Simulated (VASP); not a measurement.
# WSe2 (R3m) in VASP: further runs

The runs below take WSe2 through single point, with r2SCAN.

All numbers are computed with VASP 6.6.1; they aren't measurements. Logs are shortened: lines on timing, memory, paths and dates and some standing lists are left out, and cuts for length are marked.

## 1. The cell of the first run

It takes space group R3m (No. 160, trigonal). The conventional cell has a = 3.302 Å, b = 3.302 Å, c = 19.739 Å, α = 90.00°, β = 90.00°, γ = 120.00°. W (site symmetry 3m) has 6 Se at 2.53 Å within 3.3 Å. Se (site symmetry 3m) has 3 W at 2.53 Å within 3.3 Å. Within 3.3 Å of Se (site symmetry 3m) lie 3 W at 2.53 Å.

## 2. Single point, r2SCAN

POSCAR

```
WSe2
1.0
    1.6510739566      0.9532479933      6.5796479446
   -1.6510739566      0.9532479933      6.5796479446
    0.0000000000     -1.9064959866      6.5796479446
W Se
1 2
Direct
   -0.0000183143     -0.0000183143     -0.0000183143
    0.4176504316      0.4176504316      0.4176504316
    0.2490345494      0.2490345494      0.2490345494
```

INCAR.step1

```
PREC = Accurate
ENCUT = 520
ISMEAR = 0
SIGMA = 0.01
LREAL = False
LASPH = True
NELM = 80
NBANDS = 20
GGA = PE
ALGO = Normal
EDIFF = 1E-4
LWAVE = True
LCHARG = False
```

INCAR.step2

```
PREC = Accurate
ENCUT = 520
EDIFF = 1E-6
ISMEAR = 0
SIGMA = 0.01
LREAL = False
LASPH = True
NELM = 80
ALGO = Normal
ISIF = 2
LWAVE = False
LCHARG = False
METAGGA = R2SCAN
LMIXTAU = True
NBANDS = 20
ISTART = 1
```

KPOINTS

```
regular mesh
0
Gamma
  6 6 6
```

Potentials or basis: VASP PAW PBE potentials, release 64 (W_sv, Se).

Run with:

```
$ cat potpaw_PBE.64/W_sv/POTCAR potpaw_PBE.64/Se/POTCAR > POTCAR
$ cp INCAR.step1 INCAR
$ mpirun -np 1 vasp_std > vasp.out
$ cp INCAR.step2 INCAR
$ mpirun -np 1 vasp_std > vasp.out
```

OUTCAR:

```text
PREC = Accurate
   ENCUT = 520
   EDIFF = 1E-6
   ISMEAR = 0
   LREAL = False
   LASPH = True
   NELM = 80
   ISIF = 2
   METAGGA = R2SCAN
   ISTART = 1

 ion  position               nearest neighbor table
   1  1.000  1.000  1.000-   3 2.53   3 2.53   3 2.53   2 2.53   2 2.53   2 2.53
   2  0.418  0.418  0.418-   1 2.53   1 2.53   1 2.53
   3  0.249  0.249  0.249-   1 2.53   1 2.53   1 2.53

  LATTYP: Found a trigonal (rhomboedric) cell.
 ALAT       =     6.8502915282
 COS(alpha) =     0.8838163700

  Lattice vectors:

 A1 = (   1.6510739566,   0.9532479933,   6.5796479446)
 A2 = (  -1.6510739566,   0.9532479933,   6.5796479446)
 A3 = (   0.0000000000,  -1.9064959866,   6.5796479446)

Analysis of symmetry for initial positions (statically):
=====================================================================
 Subroutine PRICEL returns:
 Original cell was already a primitive cell.

 Routine SETGRP: Setting up the symmetry group for a
 trigonal (rhombohedral) supercell.

 Subroutine GETGRP returns: Found  6 space group operations
 (whereof  6 operations were pure point group operations)
 out of a pool of 12 trial point group operations.

The static configuration has the point symmetry C_3v.

Analysis of symmetry for dynamics (positions and initial velocities):
=====================================================================
 Subroutine PRICEL returns:
 Original cell was already a primitive cell.

 Routine SETGRP: Setting up the symmetry group for a
 trigonal (rhombohedral) supercell.

 Subroutine GETGRP returns: Found  6 space group operations
 (whereof  6 operations were pure point group operations)
 out of a pool of 12 trial point group operations.

The dynamic configuration has the point symmetry C_3v.

 Subroutine INISYM returns: Found  6 space group operations
 (whereof  6 operations are pure point group operations),
 and found     1 'primitive' translations

----------------------------------------------------------------------------------------

                                     Primitive cell

  volume of cell :      62.1336

  direct lattice vectors                    reciprocal lattice vectors
[... 78 lines left out ...]
   NGXF,Y,Z  is equivalent  to a cutoff of  26.21, 26.21, 26.21 a.u.
 SYSTEM =  unknown system
   PREC   = accura    normal or accurate (medium, high low for compatibility)
   ISTART =      1    job   : 0-new  1-cont  2-samecut
   ICHARG =      0    charge: 1-file 2-atom 10-const
   ISPIN  =      1    spin polarized calculation?
   LNONCOLLINEAR =      F non collinear calculations
   LSORBIT =      F    spin-orbit coupling
   LASPH  =      T    aspherical Exc in radial PAW
   ENCUT  =  520.0 eV  38.22 Ry    6.18 a.u.  12.74 12.74 12.74*2*pi/ulx,y,z
   NELM   =     80;   NELMIN=  2; NELMDL=  0     # of ELM steps
   EDIFF  = 0.1E-05   stopping-criterion for ELM
   LREAL  =      F    real-space projection
   EDIFFG = 0.1E-04   stopping-criterion for IOM
   NSW    =      0    number of steps for IOM
   IBRION =     -1    ionic relax: 0-MD 1-quasi-New 2-CG
   NFREE  =      0    steps in history (QN), initial steepest desc. (CG)
   ISIF   =      2    stress and relaxation
   ISYM   =      2    0-nonsym 1-usesym 2-fastsym
   POTIM  = 0.5000    time-step for ionic-motion
   TEBEG  =    0.0;   TEEND  =   0.0 temperature during run
   PSTRESS=    0.0 pullay stress
   NELECT =      26.0000    total number of electrons
   NUPDOWN=      -1.0000    fix difference up-down
   EMIN   =  10.00;   EMAX   =-10.00  energy-range for DOS
   EFERMI =   0.00;   METHOD = LEGACY
   ISMEAR =     0;   SIGMA  =   0.01  broadening in eV -4-tet -1-fermi 0-gaus
   EFERMI_NEDOS =   21; number of points for ismear=-14 and -15
   IALGO  =     38    algorithm
   IMIX   =      4    mixing-type and parameters
     AMIX     =   0.40;   BMIX     =  1.00
     AMIX_MAG =   1.60;   BMIX_MAG =  1.00
  volume/ion in A,a.u.               =      20.71       139.77
  Fermi-wavevector in a.u.,A,eV,Ry     =   1.224495  2.313961 20.400427  1.499389
  Thomas-Fermi vector in A             =   2.359568
   LORBIT       =      0    0 simple, 1 ext, 2 COOP (PROOUT), +10 PAW based schemes
   METAGGA = R2SCAN    functional components
   LHFCALC =     F    Hartree Fock is set to
   AEXX    =    0.0000 exact exchange contribution
   IVDW    =     0    specifies the selected vdW correction
   LEPSILON=     F    determine dielectric tensor
   LRPA    =     F    only Hartree local field effects (RPA)
 non-spin polarized calculation
 Gauss-broadening in eV      SIGMA  =   0.01
  energy-cutoff  :      520.00
  volume of cell :       62.13
 maximum number of plane-waves:      1690
 NGX is ok and might be reduce to    54
   NGX = 25   NGY = 25   NGZ = 25

 number of electron      26.0000000 magnetization

 Free energy of the ion-electron system (eV)
  ---------------------------------------------------
  ext. energy  EPLUGINS =         0.00000000
  ---------------------------------------------------
  free energy    TOTEN  =       -81.77643854 eV

  energy without entropy =      -81.77643854  energy(sigma->0) =      -81.77643854

 E-fermi :   6.0995     XC(G=0): -11.2520

 val. band max:        5.8588231051   @ k =   0.5000   0.5000   0.5000
 cond. band min:       7.0636050064   @ k =  -0.1667   0.1667   0.0000
 fundamental gap:      1.2047819012
 Fermi energy:         6.0995170471

 k-point     1 :       0.0000    0.0000    0.0000
  band No.  band energies     occupation
      1     -70.4662      2.00000
      2     -34.0592      2.00000
      3     -33.9384      2.00000
      4     -33.9384      2.00000
      5     -10.0395      2.00000
      6      -8.4060      2.00000
[... 541 lines left out ...]
     19      13.6112      0.00000
     20      14.5581      0.00000

 [... further k-points ...]
[... 5 lines left out ...]
  --------------------------------------------------------------------------------------
  -------------------------------------------------------------------------------------
  Total        0.6417699      0.6417699      0.6128140      0.0000000      0.0000000      0.0000000
  in kB       16.5486877     16.5486877     15.8020307      0.0000000      0.0000000      0.0000000
  external PRESSURE =      16.2998020 kB  Pullay stress =       0.0000000 kB

 VOLUME and BASIS-vectors are now :
 -----------------------------------------------------------------------------
  energy-cutoff  :      520.00
  volume of cell :       62.13
      direct lattice vectors                 reciprocal lattice vectors
     1.651073957  0.953247993  6.579647945     0.302833194  0.174840826  0.050661272
    -1.651073957  0.953247993  6.579647945    -0.302833194  0.174840826  0.050661272
     0.000000000 -1.906495987  6.579647945     0.000000000 -0.349681652  0.050661272

 POSITION                                       TOTAL-FORCE (eV/Angst)
 -----------------------------------------------------------------------------------
      0.00000      0.00000     19.73858         0.000000      0.000000      0.000594
      0.00000      0.00000      8.24398         0.000000     -0.000000      0.010862
      0.00000      0.00000      4.91568         0.000000      0.000000     -0.011456
 -----------------------------------------------------------------------------------
    total drift:                                0.000000      0.000000     -0.000083

  FREE ENERGIE OF THE ION-ELECTRON SYSTEM (eV)
  ---------------------------------------------------
  free  energy   TOTEN  =       -81.7764385421 eV

  energy  without entropy=      -81.7764385421  energy(sigma->0) =      -81.77643854
```

OSZICAR.step1:

```text
N       E                     dE             d eps       ncg     rms          rms(c)
DAV:   1     0.198294843998E+03    0.19829E+03   -0.12795E+04  1280   0.127E+03
DAV:   2    -0.123594218182E+02   -0.21065E+03   -0.20392E+03  1492   0.331E+02
DAV:   3    -0.224073657125E+02   -0.10048E+02   -0.99115E+01  1584   0.671E+01
DAV:   4    -0.225340891329E+02   -0.12672E+00   -0.12664E+00  1460   0.805E+00
DAV:   5    -0.225353704180E+02   -0.12813E-02   -0.12812E-02  1524   0.903E-01    0.210E+01
DAV:   6    -0.217713463528E+02    0.76402E+00   -0.48025E+00  1380   0.141E+01    0.723E+00
DAV:   7    -0.216334088335E+02    0.13794E+00   -0.14108E+00  1320   0.622E+00    0.451E+00
DAV:   8    -0.215761676364E+02    0.57241E-01   -0.24053E-01  1456   0.324E+00    0.673E-01
DAV:   9    -0.215762696639E+02   -0.10203E-03   -0.10818E-02  1456   0.658E-01    0.345E-01
DAV:  10    -0.215762374878E+02    0.32176E-04   -0.16127E-03  1460   0.303E-01    0.668E-02
DAV:  11    -0.215762674601E+02   -0.29972E-04   -0.16237E-04  1148   0.869E-02
   1 F= -.21576267E+02 E0= -.21576267E+02  d E =0.000000E+00
```

Run time: 5.1 min. Hardware: 1 thread of Intel Xeon 6975P-C (Granite Rapids), shared host; peak memory 0.42 GiB.

What came out:

| Property | Result |
| --- | --- |
| Free energy | -81.7764 eV |
| Pressure | 1.6 GPa |
| Largest force | 0.011 eV/Å |
| Band gap on the k mesh | 1.20 eV, indirect (least direct gap 1.69 eV) |

Forces in eV/Å, atoms in the order of the input:
```
W    0.000  0.000  0.001
Se   0.000  0.000  0.011
Se   0.000  0.000 -0.011
```

Caveat: the PAW data sets were made with another functional, which shifts forces and pressure a little; spin-orbit coupling is left out, which moves the levels of the heavy elements.

## 3. Single point, r2SCAN

POSCAR is that of step 2.

INCAR.step1

```
SYSTEM = WSe2
PREC = Accurate ; ENCUT = 520
ISMEAR = 0 ; SIGMA = 0.01
LREAL = .FALSE. ; LASPH = .TRUE.
NELM = 100 ; NBANDS = 20
GGA = PE ; ALGO = Normal
EDIFF = 1E-4 ; LWAVE = .TRUE.
LCHARG = .FALSE.
```

INCAR.step2

```
SYSTEM = WSe2
PREC = Accurate ; ENCUT = 520
EDIFF = 1E-6 ; ISMEAR = 0
SIGMA = 0.01 ; LREAL = .FALSE.
LASPH = .TRUE. ; NELM = 100
ALGO = Normal ; ISIF = 2
LWAVE = .FALSE. ; LCHARG = .FALSE.
METAGGA = R2SCAN ; LMIXTAU = .TRUE.
NBANDS = 20 ; ISTART = 1
```

KPOINTS

```
regular mesh
0
G
  6 6 6
  0 0 0
```

Potentials or basis: VASP PAW PBE potentials, release 64 (W_sv, Se).

Run with:

```
$ cat potpaw_PBE.64/W_sv/POTCAR potpaw_PBE.64/Se/POTCAR > POTCAR
$ cp INCAR.step1 INCAR
$ mpirun -np 1 vasp_std > vasp.out
$ cp INCAR.step2 INCAR
$ mpirun -np 1 vasp_std > vasp.out
```

It took 4.8 min on 1 thread of Intel Xeon 6975P-C (Granite Rapids), shared host; peak memory 0.43 GiB.

Results (log left out):

```
Free energy            : -81.7764 eV
Pressure               : 1.6 GPa
Largest force          : 0.011 eV/Å
Band gap on the k mesh : 1.20 eV, indirect (least direct gap 1.69 eV)
```

Forces on the atoms (eV/Å):
```
W    0.000  0.000  0.001
Se   0.000  0.000  0.011
Se   0.000  0.000 -0.011
```

Levels at points of the mesh, in eV from the valence-band top:
```
           k point  band 9  band 10  band 11  band 12  band 13  band 14  band 15  band 16  band 17  band 18
(0.00, 0.00, 0.00)   -2.87    -1.72    -1.72    -1.31    -1.06     2.71     2.71     3.01     3.01     4.95
(0.50, 0.00, 0.00)   -4.91    -3.59    -2.36    -1.48    -1.33     2.23     2.48     3.78     4.06     4.57
(0.50, 0.50, 0.00)   -4.59    -3.50    -2.92    -1.53    -1.32     2.19     2.64     3.42     4.53     4.99
(0.50, 0.50, 0.50)   -2.89    -2.89    -1.69    -1.69     0.00     2.81     2.81     2.87     2.87     5.57
```

Caveat: the PAW data sets were made with another functional, which shifts forces and pressure a little; spin-orbit coupling is left out, which moves the levels of the heavy elements.

## 4. Single point, r2SCAN

POSCAR is that of step 3.

INCAR.step1

```
ALGO = Normal
EDIFF = 1E-4
ENCUT = 520
GGA = PE
ISMEAR = 1
LASPH = True
LCHARG = False
LREAL = False
LWAVE = True
NBANDS = 20
NELM = 80
PREC = Accurate
SIGMA = 0.174
```

INCAR.step2

```
ALGO = Normal
EDIFF = 1E-6
ENCUT = 520
ISIF = 2
ISMEAR = 1
ISTART = 1
LASPH = True
LCHARG = False
LMIXTAU = True
LREAL = False
LWAVE = False
METAGGA = R2SCAN
NBANDS = 20
NELM = 80
PREC = Accurate
SIGMA = 0.174
```

KPOINTS

```
k-points
0
Gamma
  6 6 6
```

Run with:

```
$ cat potpaw_PBE.64/W_sv/POTCAR potpaw_PBE.64/Se/POTCAR > POTCAR
$ cp INCAR.step1 INCAR
$ mpirun -np 1 vasp_std > vasp.out
$ cp INCAR.step2 INCAR
$ mpirun -np 1 vasp_std > vasp.out
```

Run time: 5.2 min. Hardware: 1 thread of Intel Xeon 6975P-C (Granite Rapids), shared host; peak memory 0.43 GiB.

Results (log left out):

```yaml
Free_energy: -81.7763 eV
Pressure: 1.6 GPa
Largest_force: 0.011 eV/Å
Band_gap_on_the_k_mesh: 1.20 eV, indirect (least direct gap 1.69 eV)
```

Forces in eV/Å, atoms in the order of the input:
```
W    0.000  0.000  0.001
Se   0.000  0.000  0.011
Se   0.000  0.000 -0.011
```

Stress tensor (GPa, compression positive):
```
1.65 0.00 0.00
0.00 1.65 0.00
0.00 0.00 1.58
```

Levels at points of the mesh, in eV from the valence-band top:
| k point | band 10 | band 11 | band 12 | band 13 | band 14 | band 15 | band 16 | band 17 |
| --- | --- | --- | --- | --- | --- | --- | --- | --- |
| (0.00, 0.00, 0.00) | -1.72 | -1.72 | -1.31 | -1.06 | 2.71 | 2.71 | 3.01 | 3.01 |
| (0.50, 0.00, 0.00) | -3.59 | -2.36 | -1.48 | -1.33 | 2.23 | 2.48 | 3.78 | 4.06 |
| (0.50, 0.50, 0.00) | -3.50 | -2.92 | -1.53 | -1.32 | 2.19 | 2.64 | 3.42 | 4.53 |
| (0.50, 0.50, 0.50) | -2.89 | -1.69 | -1.69 | 0.00 | 2.81 | 2.81 | 2.87 | 2.87 |

Caveat: the PAW data sets were made with another functional, which shifts forces and pressure a little; spin-orbit coupling is left out, which moves the levels of the heavy elements.
